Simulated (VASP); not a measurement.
Wanted: the native input for a VASP 6.6.1 run.

```
Task                   : single point
Functional             : PBEsol
Potentials or basis    : VASP PAW PBE potentials, release 64 (Pt, Se)
Cutoff                 : 520 eV
k mesh                 : 9 × 9 × 7
Occupations            : gaussian, width 0.1 eV
Spin                   : no spin polarisation
Dipole correction      : no
Further INCAR settings : ALGO = Normal; EDIFF = 1e-07; NBANDS = 18
```

The structure of PtSe2 lies in POSCAR:

```
PtSe2
1.0
    3.7603065558      0.0000000000      0.0000000000
   -1.8801532779      3.2565210034      0.0000000000
    0.0000000000      0.0000000000      4.8632388278
Pt Se
1 2
Direct
    0.0000000000      0.0000000000      0.0000000000
    0.3333333333      0.6666666667      0.2607784633
    0.6666666667      0.3333333333      0.7392215367
```

These files were run (other wordings do the same):

INCAR

```
  PREC = Accurate
  ENCUT = 520
  EDIFF = 1E-7
  ISMEAR = 0
  SIGMA = 0.1
  LREAL = False
  LASPH = True
  NELM = 100
  ALGO = Normal
  ISIF = 2
  LWAVE = False
  LCHARG = True
  GGA = PS
  LELF = True
  LVHAR = True
  NBANDS = 18
```

KPOINTS

```
Automatic mesh
0
Gamma
  9 9 7
```

Potentials or basis: VASP PAW PBE potentials, release 64 (Pt, Se).

Launch:

```console
$ cat potpaw_PBE.64/Pt/POTCAR potpaw_PBE.64/Se/POTCAR > POTCAR
$ mpirun -np 1 vasp_std > vasp.out
```

It gave:

The pressure is 0.1 GPa, the largest force is 0.004 eV/Å and the band gap on the k mesh is zero (band 11 reaches 7.31 eV, above the bottom of band 12 at 6.52 eV).

Caveat: the PAW data sets were made with another functional, which shifts forces and pressure a little; spin-orbit coupling is left out, which moves the levels of the heavy elements.

Wall time 47 s on 1 thread of Intel(R) Xeon(R) Platinum 8259CL CPU @ 2.50GHz (Skylake/Cascade Lake) (shared host), peak memory 0.22 GiB.
